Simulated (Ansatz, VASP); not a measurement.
## GaN in VASP and in Ansatz

The input INCAR:

```
SYSTEM = GaN
PREC = Accurate ; ENCUT = 600
EDIFF = 1E-6 ; ISMEAR = 0
SIGMA = 0.1 ; LREAL = .FALSE.
LASPH = .TRUE. ; NELM = 80
ALGO = Normal ; ISIF = 3
LWAVE = .FALSE. ; LCHARG = .FALSE.
GGA = PE ; IBRION = 2
NSW = 90 ; EDIFFG = -0.04
```

KPOINTS

```
Automatic mesh
0
G
  6 6 6
  0 0 0
```

The input POSCAR:

```
GaN
1.0
    3.3623210400      0.0000000000      0.0000000000
   -1.6811605200      2.9118554400      0.0000000000
    0.0000000000      0.0000000000      2.9622533800
Ga N
1 1
Direct
    0.0000000000      0.0000000000      0.9726910200
    0.0000000000      0.0000000000      0.4169654700
```

Input for Ansatz:

```yaml
crystal:
  lattice:
    - [3.36232104, 0.0, 0.0]
    - [-1.68116052, 2.91185544, 0.0]
    - [0.0, 0.0, 2.96225338]
  atoms:
    - { symbol: Ga, position: [0.0, 0.0, 0.97269102] }
    - { symbol: "N", position: [0.0, 0.0, 0.41696547] }
basis:
  ecutwfc: 420
kpoints:
  mp_grid: { grid: [6, 6, 6] }
hamiltonian:
  xc: pbe
scf:
  occupations: { method: gaussian, width: 0.1 }
  lower_state_search: "off"
output:
  forces: true
  stress: true
  eigenvalues: true
relax:
  adjacent_minimum: "off"
  f_tol: 0.04
  max_steps: 70
  cell: { stress_tol: 0.4 }
```

Alike in both runs: task relaxation of cell and atoms; functional PBE; k mesh 6 × 6 × 6; occupations gaussian, width 0.1 eV; no spin polarisation.

```csv
,VASP,Ansatz
version,VASP 6.6.1,Ansatz 0.2.0
potentials or method,"VASP PAW PBE potentials, release 64 (Ga_d, N), cutoff 600 eV","scalar-relativistic, plane waves, PAW"
valence electrons in the cell,18,18
```

|  | VASP | Ansatz | Ansatz less VASP |
| --- | --- | --- | --- |
| gap on the k mesh at the Fermi level, each at its own relaxed structure (eV) | 0.14 | 0.84 | +0.696 |
| relaxed volume (Å³/atom) | 24.27 | 32.68 | +8.402 |
| relaxed cell length with the largest relative difference (Å) | 4.073 | 4.719 | +0.6459 |

One of these differences is far larger than is usual between the two programs; its cause wasn't traced.

Noted on VASP's run: the volume moved by over 15 % at a fixed basis, so the end points are rough.
